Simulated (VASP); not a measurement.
Wanted: the native input for a VASP 6.6.1 run.

| Property | Result |
| --- | --- |
| Task | single point |
| Functional | PBEsol |
| Potentials or basis | VASP PAW PBE potentials, release 64 (Ta_pv, C) |
| Cutoff | 600 eV |
| k mesh | 9 × 9 × 9 |
| Occupations | methfessel-paxton, width 0.1 eV |
| Spin | no spin polarisation |
| Dipole correction | no |
| Further INCAR settings | ALGO = Normal; EDIFF = 1e-06; NBANDS = 14 |

The structure of TaC lies in POSCAR:

```
TaC
1.0
    0.0000000000      2.2230000000      2.2230000000
    2.2230000000      0.0000000000      2.2230000000
    2.2230000000      2.2230000000      0.0000000000
Ta C
1 1
Direct
    0.0000000000      0.0000000000      0.0000000000
    0.5000000000      0.5000000000      0.5000000000
```

These files were run (other wordings do the same):

INCAR

```
SYSTEM = TaC
ALGO = Normal
EDIFF = 1E-6
ENCUT = 600
GGA = PS
GGA_COMPAT = .FALSE.
ISIF = 2
ISMEAR = 1
LASPH = .TRUE.
LCHARG = .FALSE.
LREAL = .FALSE.
LWAVE = .FALSE.
NBANDS = 14
NELM = 120
PREC = Accurate
SIGMA = 0.1
```

KPOINTS

```
k-points
0
G
  9 9 9
  0 0 0
```

Potentials or basis: VASP PAW PBE potentials, release 64 (Ta_pv, C).

Run with:

```bash
$ cat potpaw_PBE.64/Ta_pv/POTCAR potpaw_PBE.64/C/POTCAR > POTCAR
$ mpirun -np 1 vasp_std > vasp.out
```

Results of the run:

* Pressure: -0.4 GPa
* Band gap on the k mesh: zero (an odd number of electrons rules out a gap without spin polarisation)

Caveat: the PAW data sets were made with another functional, which shifts forces and pressure a little; spin-orbit coupling is left out, which moves the levels of the heavy elements.

Run time: 9.5 s on 1 thread of Intel(R) Xeon(R) Platinum 8488C (Sapphire Rapids), with other jobs on the host, peak memory 0.16 GiB.
